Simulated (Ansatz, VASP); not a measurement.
**ZnO in VASP and in Ansatz**

```
Zn O
1.0
     3.27939    0.00000    0.00000
    -1.63969    2.84003    0.00000
     0.00000    0.00000    5.29318
Zn O
2 2
Direct
  0.66667 0.33333 0.50060
  0.33333 0.66667 0.00060
  0.66667 0.33333 0.87971
  0.33333 0.66667 0.37971
```

Alike in both runs: functional PBE; k mesh 9 × 9 × 6; occupations gaussian, width 0.02 eV; no spin polarisation.

Ansatz relaxed the structure, and its values are those at the end. VASP's run is a single point on that final structure, the one shown.

|  | VASP | Ansatz |
| --- | --- | --- |
| version | VASP 6.6.1 | Ansatz 0.2.0 |
| potentials or method | VASP PAW PBE potentials, release 64 (Zn, O), cutoff 520 eV | scalar-relativistic, plane waves, PAW |
| valence electrons in the cell | 36 | 36 |

```csv
,VASP,Ansatz,Ansatz less VASP
gap on the k mesh at the Fermi level (eV),0.73,0.74,+0.016
least direct gap on the mesh (eV),0.73,0.74,+0.016
pressure (GPa),0.9,0.0,-0.90
```

With one functional, cell and mesh, what is left measures potentials, basis and numerics.
